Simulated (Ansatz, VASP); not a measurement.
Two plane-wave programs on Ti12H

```
Ti H
1.0
     5.90000    0.00000    0.00000
    -4.42500    7.66432    0.00000
     0.00000    0.00000    4.68460
Ti H
12 1
Direct
  0.00060 0.99789 0.00353
  0.16502 0.22131 0.49890
  0.00507 0.33553 0.00074
  0.16987 0.55774 0.50190
  0.99810 0.66482 0.00702
  0.15212 0.88326 0.49852
  0.50173 0.99957 0.00590
  0.67695 0.23475 0.49334
  0.50140 0.33373 0.00184
  0.66142 0.55283 0.50462
  0.50459 0.66698 0.00480
  0.67238 0.88395 0.49706
  0.50142 0.00247 0.60367
```

Alike in both runs: functional PBE; k mesh 2 × 2 × 2; occupations fermi-dirac, width 0.15 eV; no spin polarisation.

Ansatz relaxed the structure, and its values are those at the end. VASP's run is a single point on that final structure, the one shown.

```csv
,VASP,Ansatz
version,VASP 6.6.1,Ansatz 0.2.0
potentials or method,"VASP PAW PBE potentials, release 64 (Ti_sv, H), cutoff 520 eV","scalar-relativistic, plane waves, PAW"
valence electrons in the cell,145,145
```

```tsv
	VASP	Ansatz	Ansatz less VASP
rms of the force components (eV/Å)	0.009	0.007	-0.0014
```

With one functional, cell and mesh, what is left measures potentials, basis and numerics.

The k mesh is coarse, so the values compare programs but aren't converged.
